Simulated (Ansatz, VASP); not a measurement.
La2O3: VASP beside Ansatz

File INCAR:

```
ALGO = Normal ; EDIFF = 1E-7
EDIFFG = -0.04 ; ENCUT = 600
GGA = PE ; IBRION = 2
ISIF = 3 ; ISMEAR = 0
LASPH = True ; LCHARG = False
LREAL = False ; LWAVE = False
NELM = 80 ; NSW = 90
PREC = Accurate ; SIGMA = 0.1
```

File KPOINTS:

```
k-points
0
Gamma
  6 6 4
```

File POSCAR:

```
La2O3
1.0
    4.0117141580      0.0000000000      0.0000000000
   -2.0058570790      3.4742463736      0.0000000000
    0.0000000000      0.0000000000      7.0663918836
La O
2 3
Direct
    0.0000000000      0.0000000000      0.1947975584
    0.0000000000      0.0000000000      0.8052024416
    0.3333333333      0.6666666667      0.0000000000
    0.6666666667      0.3333333333      0.0000000000
    0.0000000000      0.0000000000      0.5000000000
```

Input for Ansatz:

```yaml
crystal:
  lattice:
    - [4.011714158, 0.0, 0.0]
    - [-2.005857079, 3.4742463736, 0.0]
    - [0.0, 0.0, 7.0663918836]
  atoms:
    - { symbol: La, position: [0.0, 0.0, 0.1947975584] }
    - { symbol: La, position: [0.0, 0.0, 0.8052024416] }
    - { symbol: O, position: [0.3333333333, 0.6666666667, 0.0] }
    - { symbol: O, position: [0.6666666667, 0.3333333333, 0.0] }
    - { symbol: O, position: [0.0, 0.0, 0.5] }
basis:
  ecutwfc: 420
kpoints:
  mp_grid: { grid: [6, 6, 4] }
hamiltonian:
  xc: pbe
scf:
  occupations: { method: gaussian, width: 0.1 }
  lower_state_search: "off"
output:
  forces: true
  stress: true
  eigenvalues: true
relax:
  adjacent_minimum: "off"
  f_tol: 0.04
  max_steps: 70
  cell: { stress_tol: 0.4 }
```

Alike in both runs: task relaxation of cell and atoms; functional PBE; k mesh 6 × 6 × 4; occupations gaussian, width 0.1 eV; no spin polarisation.

```csv
,VASP,Ansatz
version,VASP 6.6.1,Ansatz 0.2.0
potentials or method,"VASP PAW PBE potentials, release 64 (La, O), cutoff 600 eV","scalar-relativistic, plane waves, PAW"
valence electrons in the cell,40,40
```

VASP gave:

- gap on the k mesh at the Fermi level, each at its own relaxed structure (eV): none
- relaxed volume (Å³/atom): 19.68
- relaxed cell length with the largest relative difference (Å): 7.060

Estimate Ansatz's values.

gap on the k mesh at the Fermi level, each at its own relaxed structure (eV): none; relaxed volume (Å³/atom): 19.73; relaxed cell length with the largest relative difference (Å): 7.067.

A gap of «none» marks a metal or a gap that the smearing closes.

Neither program's run includes spin-orbit coupling.
